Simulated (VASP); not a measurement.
Nb, 1 atom in the cell. It takes space group Im-3m (No. 229, cubic). Conventional cell: a = 3.310 Å, b = 3.310 Å, c = 3.310 Å, α = 90.00°, β = 90.00°, γ = 90.00°. Nb (site symmetry m-3m) has 14 Nb at 2.87 to 3.31 Å within 3.8 Å. 

| Item | Value |
| --- | --- |
| Program | VASP 6.6.1 |
| Task | single point |
| Functional | PBE |
| Potentials or basis | VASP PAW PBE potentials, release 64 (Nb_sv) |
| Cutoff | 520 eV |
| k mesh | 13 × 13 × 13 |
| Occupations | fermi-dirac, width 0.1 eV |
| Spin | no spin polarisation |
| Dipole correction | no |
| Further INCAR settings | ALGO = Normal; EDIFF = 1e-07; NBANDS = 12 |

Potentials or basis: VASP PAW PBE potentials, release 64 (Nb_sv).

Command:

```sh
$ cat potpaw_PBE.64/Nb_sv/POTCAR > POTCAR
$ mpirun -np 1 vasp_std > vasp.out
```

Hardware: 1 thread of Intel Xeon 6975P-C, with other jobs on the host.

Task: Estimate the wall time of this run.

Result: It took 8.6 s on 1 thread of Intel Xeon 6975P-C, with other jobs on the host, peak memory 0.15 GiB. Counts: scf iterations 14, k points 84.
